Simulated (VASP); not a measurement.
Input of a VASP 6.6.1 run:

Contents of POSCAR:

```
AgBr
1.0
    2.8925452867      2.8925452867      0.0000000000
   -2.8925452867      2.8925452867      0.0000000000
    0.0000000000      2.8925452867      2.8925452867
Ag Br
1 1
Direct
    0.0000000000      0.0000000000      0.0000000000
    0.5000000000      0.5000000000      0.0000000000
```

File INCAR.step1:

```
SYSTEM = AgBr
PREC     = Accurate       ! precision mode
ENCUT    = 550            ! plane-wave cutoff, eV
ISMEAR   = -1             ! smearing method
SIGMA    = 0.08           ! smearing width, eV
LREAL    = .False.        ! projectors in reciprocal space
LASPH    = .True.         ! aspherical terms in the spheres
NELM     = 120            ! most SCF steps
NBANDS   = 16             ! bands
GGA      = PE             ! functional
ALGO     = Normal         ! electronic algorithm
EDIFF    = 1E-5           ! SCF threshold, eV
LWAVE    = .True.         ! write WAVECAR
LCHARG   = .False.        ! write CHGCAR
GGA_COMPAT= .False.
```

INCAR.step2

```
SYSTEM = AgBr
PREC     = Accurate       ! precision mode
ENCUT    = 550            ! plane-wave cutoff, eV
EDIFF    = 1E-6           ! SCF threshold, eV
ISMEAR   = -1             ! smearing method
SIGMA    = 0.08           ! smearing width, eV
LREAL    = .False.        ! projectors in reciprocal space
LASPH    = .True.         ! aspherical terms in the spheres
NELM     = 120            ! most SCF steps
ALGO     = Normal         ! electronic algorithm
ISIF     = 2              ! what is computed and relaxed
LWAVE    = .False.        ! write WAVECAR
LCHARG   = .False.        ! write CHGCAR
METAGGA  = R2SCAN         ! meta-GGA
LMIXTAU  = .True.       
NBANDS   = 16             ! bands
ISTART   = 1            
GGA_COMPAT= .False.
```

KPOINTS

```
regular mesh
0
Gamma
  12 12 12
  0 0 0
```

Potentials or basis: VASP PAW PBE potentials, release 64 (Ag, Br).

Run with:

```console
$ cat potpaw_PBE.64/Ag/POTCAR potpaw_PBE.64/Br/POTCAR > POTCAR
$ cp INCAR.step1 INCAR
$ mpirun -np 1 vasp_std > vasp.out
$ cp INCAR.step2 INCAR
$ mpirun -np 1 vasp_std > vasp.out
```

Q: What does it give for the pressure?

A: -0.1 GPa.

Q: Estimate the band gap on the k mesh.

A: 1.25 eV (least direct gap 3.19 eV).

Caveat: the PAW data sets were made with another functional, which shifts forces and pressure a little. A k mesh can miss the band edges.
